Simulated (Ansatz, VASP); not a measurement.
## Two plane-wave programs on BaS

INCAR

```
PREC = Accurate
ENCUT = 600
EDIFF = 1E-6
ISMEAR = -1
SIGMA = 0.1
LREAL = F
LASPH = T
NELM = 60
ALGO = Normal
ISIF = 3
LWAVE = F
LCHARG = F
GGA = CA
IBRION = 2
NSW = 60
EDIFFG = -0.005
```

Contents of KPOINTS:

```
Automatic mesh
0
Gamma
  11 11 11
```

POSCAR

```
BaS
1.0
    0.0000000000      2.9384922382      2.9384922382
    2.9384922382      0.0000000000      2.9384922382
    2.9384922382      2.9384922382      0.0000000000
Ba S
1 1
Direct
    0.0000000000      0.0000000000      0.0000000000
    0.5000000000      0.5000000000      0.5000000000
```

Input for Ansatz:

```yaml
crystal:
  lattice:
    - [0.0, 2.9384922382, 2.9384922382]
    - [2.9384922382, 0.0, 2.9384922382]
    - [2.9384922382, 2.9384922382, 0.0]
  atoms:
    - { symbol: Ba, position: [0.0, 0.0, 0.0] }
    - { symbol: S, position: [0.5, 0.5, 0.5] }
kpoints:
  mp_grid: { grid: [11, 11, 11] }
scf:
  occupations: { method: fermi_dirac, width: 0.1 }
hamiltonian:
  xc: lda
  pseudopotentials: { kind: paw }
output:
  forces: true
  stress: true
relax:
  f_tol: 0.005
  max_steps: 40
  cell: {}
```

Alike in both runs: task relaxation of cell and atoms; functional LDA; k mesh 11 × 11 × 11; occupations fermi-dirac, width 0.1 eV; no spin polarisation.

|  | VASP | Ansatz |
| --- | --- | --- |
| version | VASP 6.6.1 | Ansatz 0.2.0 |
| potentials or method | VASP PAW LDA potentials, release 64 (Ba_sv, S) | PAW with Ansatz's default frozen-core files, scalar-relativistic |
| plane-wave cutoff (eV) | 600 | 420 |
| valence electrons in the cell | 16 | 16 |

|  | VASP | Ansatz | Ansatz less VASP |
| --- | --- | --- | --- |
| relaxed volume (Å³/atom) | 31.29 | 30.81 | -0.486 |
| relaxed length of the cell vector where the two differ most in proportion (Å) | 4.457 | 4.433 | -0.0232 |

LDA's correlation is that of Perdew and Zunger in VASP and of Perdew and Wang (1992) in Ansatz.

Neither program's run includes spin-orbit coupling. Noted on VASP's run: the volume moved by over 15 % at a fixed basis, so the end points are rough.
